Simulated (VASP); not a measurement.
# SnO (F-43m) in VASP: single point with HSE06

Aim: the single point of SnO with HSE06.

All numbers are computed with VASP 6.6.1; they aren't measurements. Logs are shortened: lines on timing, memory, paths and dates and some standing lists are left out, and cuts for length are marked.

### Step 1. The cell of the first run

Symmetry: F-43m, No. 216, cubic system. Conventional cell: a = 5.146 Å, b = 5.146 Å, c = 5.146 Å, α = 90.00°, β = 90.00°, γ = 90.00°. Sn (site symmetry -43m) has 4 O at 2.23 Å within 2.9 Å. Within 2.9 Å of O (site symmetry -43m) lie 4 Sn at 2.23 Å.

### Step 2. Single point, HSE06 (strain -5.0%)

File POSCAR:

```
SnO
1.0
    0.0000000000      2.5728039943      2.5728039943
    2.5728039943      0.0000000000      2.5728039943
    2.5728039943      2.5728039943      0.0000000000
Sn O
1 1
Direct
    0.0000000000      0.0000000000      0.0000000000
    0.2500000000      0.2500000000      0.2500000000
```

File INCAR.step1:

```
SYSTEM = SnO
  PREC = Accurate
  ENCUT = 520
  EDIFF = 1E-5
  ISMEAR = -1
  SIGMA = 0.02
  LREAL = .FALSE.
  LASPH = .TRUE.
  NELM = 80
  ALGO = Normal
  ISIF = 2
  LWAVE = .TRUE.
  LCHARG = .FALSE.
  GGA = PE
  NBANDS = 17
```

File INCAR.step2:

```
SYSTEM = SnO
  PREC = Accurate
  ENCUT = 520
  EDIFF = 1E-6
  ISMEAR = -1
  SIGMA = 0.02
  LREAL = .FALSE.
  LASPH = .TRUE.
  NELM = 80
  ALGO = Normal
  ISIF = 2
  LWAVE = .FALSE.
  LCHARG = .FALSE.
  GGA = PE
  LHFCALC = .TRUE.
  HFSCREEN = 0.2079
  PRECFOCK = Normal
  ISTART = 1
  NBANDS = 17
```

File KPOINTS:

```
regular mesh
0
G
  6 6 6
  0 0 0
```

Potentials or basis: VASP PAW PBE potentials, release 64 (Sn_d, O).

The run is started by

```bash
cat potpaw_PBE.64/Sn_d/POTCAR potpaw_PBE.64/O/POTCAR > POTCAR
cp INCAR.step1 INCAR
mpirun -np 1 vasp_std > vasp.out
cp INCAR.step2 INCAR
mpirun -np 1 vasp_std > vasp.out
```

OUTCAR:

```text
SYSTEM = SnO
   PREC = Accurate
   ENCUT = 520
   EDIFF = 1E-6
   ISMEAR = -1
   LREAL = .FALSE.
   LASPH = .TRUE.
   NELM = 80
   ISIF = 2
   GGA = PE
   LHFCALC = .TRUE.
   HFSCREEN = 0.2079
   PRECFOCK = Normal
   ISTART = 1

 ion  position               nearest neighbor table
   1  0.000  0.000  0.000-   2 2.23   2 2.23   2 2.23   2 2.23
   2  0.250  0.250  0.250-   1 2.23   1 2.23   1 2.23   1 2.23

  LATTYP: Found a face centered cubic cell.
 ALAT       =     5.1456079886

  Lattice vectors:

 A1 = (   0.0000000000,   2.5728039943,   2.5728039943)
 A2 = (   2.5728039943,   0.0000000000,   2.5728039943)
 A3 = (   2.5728039943,   2.5728039943,   0.0000000000)

Analysis of symmetry for initial positions (statically):
=====================================================================
 Subroutine PRICEL returns:
 Original cell was already a primitive cell.

 Routine SETGRP: Setting up the symmetry group for a
 face centered cubic supercell.

 Subroutine GETGRP returns: Found 24 space group operations
 (whereof 24 operations were pure point group operations)
 out of a pool of 48 trial point group operations.

The static configuration has the point symmetry T_d .

Analysis of symmetry for dynamics (positions and initial velocities):
=====================================================================
 Subroutine PRICEL returns:
 Original cell was already a primitive cell.

 Routine SETGRP: Setting up the symmetry group for a
 face centered cubic supercell.

 Subroutine GETGRP returns: Found 24 space group operations
 (whereof 24 operations were pure point group operations)
 out of a pool of 48 trial point group operations.

The dynamic configuration has the point symmetry T_d .

 Subroutine INISYM returns: Found 24 space group operations
 (whereof 24 operations are pure point group operations),
 and found     1 'primitive' translations

----------------------------------------------------------------------------------------

                                     Primitive cell

  volume of cell :      34.0604

  direct lattice vectors                    reciprocal lattice vectors
     0.000000000  2.572803994  2.572803994    -0.194340494  0.194340494  0.194340494
     2.572803994  0.000000000  2.572803994     0.194340494 -0.194340494  0.194340494
     2.572803994  2.572803994  0.000000000     0.194340494  0.194340494 -0.194340494

  length of vectors
     3.638494302  3.638494302  3.638494302     0.336607610  0.336607610  0.336607610

  position of ions in fractional coordinates (direct lattice)
     0.000000000  0.000000000  0.000000000
     0.250000000  0.250000000  0.250000000

  ion indices of the primitive-cell ions
   primitive index   ion index
                 1           1
                 2           2

----------------------------------------------------------------------------------------

 KPOINTS: regular mesh

Automatic generation of k-mesh.
 Grid dimensions read from file:
 generate k-points for:    6    6    6

 Generating k-lattice:

  Cartesian coordinates                     Fractional coordinates (reciprocal lattice)
    -0.032390082  0.032390082  0.032390082     0.166666667  0.000000000  0.000000000
     0.032390082 -0.032390082  0.032390082     0.000000000  0.166666667  0.000000000
     0.032390082  0.032390082 -0.032390082     0.000000000  0.000000000  0.166666667

  Length of vectors
     0.056101268  0.056101268  0.056101268

  Shift w.r.t. Gamma in fractional coordinates (k-lattice)
     0.000000000  0.000000000  0.000000000

 Subroutine IBZKPT returns following result:
 ===========================================

 Found     16 irreducible k-points:

 Following reciprocal coordinates:
            Coordinates               Weight
  0.000000  0.000000  0.000000      1.000000
  0.166667  0.000000  0.000000      8.000000
  0.333333  0.000000  0.000000      8.000000
  0.500000  0.000000  0.000000      4.000000
  0.166667  0.166667  0.000000      6.000000
  0.333333  0.166667  0.000000     24.000000
[... 8 lines left out ...]
 -0.333333  0.333333  0.166667     24.000000
 -0.333333  0.500000  0.166667     12.000000
   k-points           NKPTS =     16   k-points in BZ     NKDIM =    216   number of bands    NBANDS=     17
   number of dos      NEDOS =    301   number of ions     NIONS =      2
   total plane-waves  NPLWV =  21952
   dimension x,y,z NGX =    28 NGY =   28 NGZ =   28
   dimension x,y,z NGXF=    56 NGYF=   56 NGZF=   56
   ions per type =               1   1
   NGX,Y,Z   is equivalent  to a cutoff of  12.79, 12.79, 12.79 a.u.
   NGXF,Y,Z  is equivalent  to a cutoff of  25.59, 25.59, 25.59 a.u.
 SYSTEM =  SnO
   PREC   = accura    normal or accurate (medium, high low for compatibility)
   ISTART =      1    job   : 0-new  1-cont  2-samecut
   ICHARG =      0    charge: 1-file 2-atom 10-const
   ISPIN  =      1    spin polarized calculation?
   LNONCOLLINEAR =      F non collinear calculations
   LSORBIT =      F    spin-orbit coupling
   LASPH  =      T    aspherical Exc in radial PAW
   ENCUT  =  520.0 eV  38.22 Ry    6.18 a.u.   6.77  6.77  6.77*2*pi/ulx,y,z
   NELM   =     80;   NELMIN=  2; NELMDL=  0     # of ELM steps
   EDIFF  = 0.1E-05   stopping-criterion for ELM
   LREAL  =      F    real-space projection
   EDIFFG = 0.1E-04   stopping-criterion for IOM
   NSW    =      0    number of steps for IOM
   IBRION =     -1    ionic relax: 0-MD 1-quasi-New 2-CG
   NFREE  =      0    steps in history (QN), initial steepest desc. (CG)
   ISIF   =      2    stress and relaxation
   ISYM   =      3    0-nonsym 1-usesym 2-fastsym
   POTIM  = 0.5000    time-step for ionic-motion
   TEBEG  =    0.0;   TEEND  =   0.0 temperature during run
   PSTRESS=    0.0 pullay stress
   NELECT =      20.0000    total number of electrons
   NUPDOWN=      -1.0000    fix difference up-down
   EMIN   =  10.00;   EMAX   =-10.00  energy-range for DOS
   EFERMI =   0.00;   METHOD = LEGACY
   ISMEAR =    -1;   SIGMA  =   0.02  broadening in eV -4-tet -1-fermi 0-gaus
   EFERMI_NEDOS =   21; number of points for ismear=-14 and -15
   IALGO  =     38    algorithm
   IMIX   =      1    mixing-type and parameters
     AMIX     =   0.40;   BMIX     =  1.00
     AMIX_MAG =   1.60;   BMIX_MAG =  1.00
  volume/ion in A,a.u.               =      17.03       114.93
  Fermi-wavevector in a.u.,A,eV,Ry     =   1.370886  2.590600 25.569830  1.879329
  Thomas-Fermi vector in A             =   2.496633
   LORBIT       =      0    0 simple, 1 ext, 2 COOP (PROOUT), +10 PAW based schemes
   GGA     = PE    functional components
   LHFCALC =     T    Hartree Fock is set to
   PRECFOCK=normal    Normal, Fast or Accurate (Low or Medium for compatibility)
   ENCUT4O =  -1.0   cutoff for four orbital integrals eV
   NKREDX  =     1    reduce k-point grid by
   NKREDY  =     1    reduce k-point grid by
   NKREDZ  =     1    reduce k-point grid by
   AEXX    =    0.2500 exact exchange contribution
   HFSCREEN=    0.2079 screening length (either q_TF or 0.3 A-1)
   HFSCREENC=   0.2079 screening length for correlation (either q_TF or 0.3 A-1)
   ENCUTFOCK=  -1.0 apply spherical cutoff to Coloumb kernel
   IVDW    =     0    specifies the selected vdW correction
   LEPSILON=     F    determine dielectric tensor
   LRPA    =     F    only Hartree local field effects (RPA)
 non-spin polarized calculation
  energy-cutoff  :      520.00
  volume of cell :       34.06
 maximum number of plane-waves:       941
  NGX = 24; NGY = 24; NGZ = 24

 number of electron      19.9999994 magnetization

 Free energy of the ion-electron system (eV)
  ---------------------------------------------------
  ext. energy  EPLUGINS =         0.00000000
  ---------------------------------------------------
  free energy    TOTEN  =       -12.49980378 eV

  energy without entropy =      -12.49746196  energy(sigma->0) =      -12.49863287

 E-fermi :   8.3405     XC(G=0):  -8.6495

 val. band max:        8.3302633852   @ k =  -0.3333   0.5000   0.1667
 cond. band min:       8.3789991084   @ k =  -0.3333   0.5000   0.1667
 fundamental gap:      0.0487357232
 Fermi energy:         8.3404642799

 k-point     1 :       0.0000    0.0000    0.0000
  band No.  band energies     occupation
      1     -16.4617      2.00000
      2     -16.4617      2.00000
      3     -16.4617      2.00000
      4     -16.3480      2.00000
      5     -16.3480      2.00000
      6     -14.9681      2.00000
[... 9 lines left out ...]
     16      20.5946      0.00000
     17      20.5946      0.00000

 k-point     2 :       0.1667    0.0000    0.0000
  band No.  band energies     occupation
      1     -16.5887      2.00000
      2     -16.4474      2.00000
      3     -16.4474      2.00000
      4     -16.3473      2.00000
      5     -16.3473      2.00000
      6     -14.6729      2.00000
[... 9 lines left out ...]
     16      19.7167      0.00000
     17      21.4637      0.00000

 k-point     3 :       0.3333    0.0000    0.0000
  band No.  band energies     occupation
      1     -16.7791      2.00000
      2     -16.4309      2.00000
      3     -16.4309      2.00000
      4     -16.3336      2.00000
      5     -16.3336      2.00000
      6     -14.1063      2.00000
[... 9 lines left out ...]
     16      19.9069      0.00000
     17      23.3178      0.00000

 k-point     4 :       0.5000    0.0000    0.0000
  band No.  band energies     occupation
      1     -16.8571      2.00000
      2     -16.4290      2.00000
      3     -16.4290      2.00000
      4     -16.3201      2.00000
      5     -16.3201      2.00000
      6     -13.8153      2.00000
[... 9 lines left out ...]
     16      20.6372      0.00000
     17      22.6870      0.00000

 k-point     5 :       0.1667    0.1667    0.0000
  band No.  band energies     occupation
      1     -16.6366      2.00000
      2     -16.4313      2.00000
      3     -16.4313      2.00000
      4     -16.3617      2.00000
      5     -16.3384      2.00000
      6     -14.5873      2.00000
[... 9 lines left out ...]
     16      22.1818      0.00000
     17      22.1818      0.00000

 k-point     6 :       0.3333    0.1667    0.0000
  band No.  band energies     occupation
      1     -16.7840      2.00000
      2     -16.4164      2.00000
      3     -16.4079      2.00000
      4     -16.3641      2.00000
      5     -16.3263      2.00000
      6     -14.1305      2.00000
[... 9 lines left out ...]
     16      21.8995      0.00000
     17      23.4352      0.00000

 k-point     7 :       0.5000    0.1667    0.0000
  band No.  band energies     occupation
      1     -16.8734      2.00000
      2     -16.4220      2.00000
      3     -16.4045      2.00000
      4     -16.3440      2.00000
      5     -16.3193      2.00000
      6     -13.7453      2.00000
[... 9 lines left out ...]
     16      21.4837      0.00000
     17      23.5521      0.00000

 k-point     8 :      -0.3333    0.1667    0.0000
  band No.  band energies     occupation
      1     -16.8463      2.00000
      2     -16.4246      2.00000
      3     -16.4090      2.00000
      4     -16.3401      2.00000
      5     -16.3320      2.00000
      6     -13.8358      2.00000
[... 9 lines left out ...]
     16      20.9357      0.00000
     17      24.0070      0.00000
[... 43 lines left out ...]
      1     -16.9330      2.00000
      2     -16.3996      2.00000
      3     -16.3616      2.00000
      4     -16.3566      2.00000
      5     -16.3159      2.00000
      6     -13.6119      2.00000
[... 9 lines left out ...]
     16      23.7293      0.00000
     17      24.9022      0.00000

 k-point    12 :      -0.3333    0.3333    0.0000
  band No.  band energies     occupation
      1     -16.9115      2.00000
      2     -16.4109      2.00000
      3     -16.3682      2.00000
      4     -16.3564      2.00000
      5     -16.3349      2.00000
      6     -13.5800      2.00000
[... 9 lines left out ...]
     16      22.9532      0.00000
     17      24.0678      0.00000

 k-point    13 :       0.5000    0.5000    0.0000
  band No.  band energies     occupation
      1     -16.9711      2.00000
      2     -16.4089      2.00000
      3     -16.3367      2.00000
      4     -16.3367      2.00000
      5     -16.3099      2.00000
      6     -13.5475      2.00000
[... 9 lines left out ...]
     16      25.2070      0.00000
     17      26.2885      0.00000

 k-point    14 :       0.5000    0.3333    0.1667
  band No.  band energies     occupation
      1     -16.8753      2.00000
      2     -16.4097      2.00000
      3     -16.3856      2.00000
      4     -16.3596      2.00000
      5     -16.3251      2.00000
      6     -13.7700      2.00000
[... 9 lines left out ...]
     16      22.2439      0.00000
     17      24.6818      0.00000

 k-point    15 :      -0.3333    0.3333    0.1667
  band No.  band energies     occupation
      1     -16.9109      2.00000
      2     -16.4144      2.00000
      3     -16.3787      2.00000
      4     -16.3488      2.00000
      5     -16.3291      2.00000
      6     -13.5802      2.00000
[... 9 lines left out ...]
     16      23.0876      0.00000
     17      24.2631      0.00000

 k-point    16 :      -0.3333    0.5000    0.1667
  band No.  band energies     occupation
      1     -16.9428      2.00000
      2     -16.3941      2.00000
      3     -16.3852      2.00000
      4     -16.3359      2.00000
      5     -16.3239      2.00000
      6     -13.5126      2.00000
[... 9 lines left out ...]
     16      22.2163      0.00000
     17      24.5055      0.00000

------------------------ aborting loop because EDIFF is reached ----------------------------------------

  FORCE on cell =-STRESS in cart. coord.  units (eV):
  Direction    XX          YY          ZZ          XY          YZ          ZX
  --------------------------------------------------------------------------------------
  -------------------------------------------------------------------------------------
  Total        2.6927439      2.6927439      2.6927439      0.0000000      0.0000000     -0.0000000
  in kB      126.6646811    126.6646811    126.6646811      0.0000000      0.0000000     -0.0000000
  external PRESSURE =     126.6646811 kB  Pullay stress =       0.0000000 kB

 VOLUME and BASIS-vectors are now :
 -----------------------------------------------------------------------------
  energy-cutoff  :      520.00
  volume of cell :       34.06
      direct lattice vectors                 reciprocal lattice vectors
     0.000000000  2.572803994  2.572803994    -0.194340494  0.194340494  0.194340494
     2.572803994  0.000000000  2.572803994     0.194340494 -0.194340494  0.194340494
     2.572803994  2.572803994  0.000000000     0.194340494  0.194340494 -0.194340494

 POSITION                                       TOTAL-FORCE (eV/Angst)
 -----------------------------------------------------------------------------------
      0.00000      0.00000      0.00000        -0.000000      0.000000     -0.000000
      1.28640      1.28640      1.28640         0.000000     -0.000000      0.000000
 -----------------------------------------------------------------------------------
    total drift:                                0.000007      0.000005      0.000005

  FREE ENERGIE OF THE ION-ELECTRON SYSTEM (eV)
  ---------------------------------------------------
  free  energy   TOTEN  =       -12.4998037760 eV

  energy  without entropy=      -12.4974619556  energy(sigma->0) =      -12.49863287
```

It took 33 min on 1 thread of Intel Xeon Platinum 8488C (Sapphire Rapids), shared host; peak memory 0.28 GiB.

What came out:

```
Free energy            : -12.4998 eV
Pressure               : 12.7 GPa
Band gap on the k mesh : zero (band 10 reaches 8.33 eV, above the bottom of band 11 at 8.24 eV)
```

Caveat: the cell differs from its parent crystal (strain -5.0%); the PAW data sets were made with another functional, which shifts forces and pressure a little; spin-orbit coupling is left out, which moves the levels of the heavy elements.
